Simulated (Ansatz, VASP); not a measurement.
# Cr in VASP and in Ansatz

```
Cr
1.0
     0.00000    2.86671    0.00000
     2.86671    0.00000    0.00000
     2.86671    2.86671   -2.86671
Cr
2
Direct
  0.00000 0.00000 0.00000
  0.00000 0.00000 0.50000
```

Alike in both runs: task single point; functional PBE; k mesh 20 × 20 × 10; occupations gaussian, width 0.05 eV; collinear spin.

|  | VASP | Ansatz |
| --- | --- | --- |
| version | VASP 6.6.1 | Ansatz 0.2.0 |
| potentials or method | VASP PAW PBE potentials, release 64 (Cr_pv), cutoff 520 eV | scalar-relativistic, plane waves, PAW |
| valence electrons in the cell | 24 | 28 |

```tsv
	VASP	Ansatz	Ansatz less VASP
gap on the k mesh at the Fermi level (eV)	none	none	-
pressure (GPa)	-0.1	0.0	+0.08
net moment per atom (μB)	0.00	0.00	0.000
size of the moment on the site where the two differ most (μB)	1.13	1.03	-0.103
```

Site moments also hang on the region over which each program counts them. A gap of «none» marks a metal or a gap that the smearing closes. The functional is the same, so the differences come from potentials, cutoffs and numerics. VASP's potentials hold 24 valence electrons a cell and Ansatz's 28, so a difference there can come from the potentials and not from the codes.
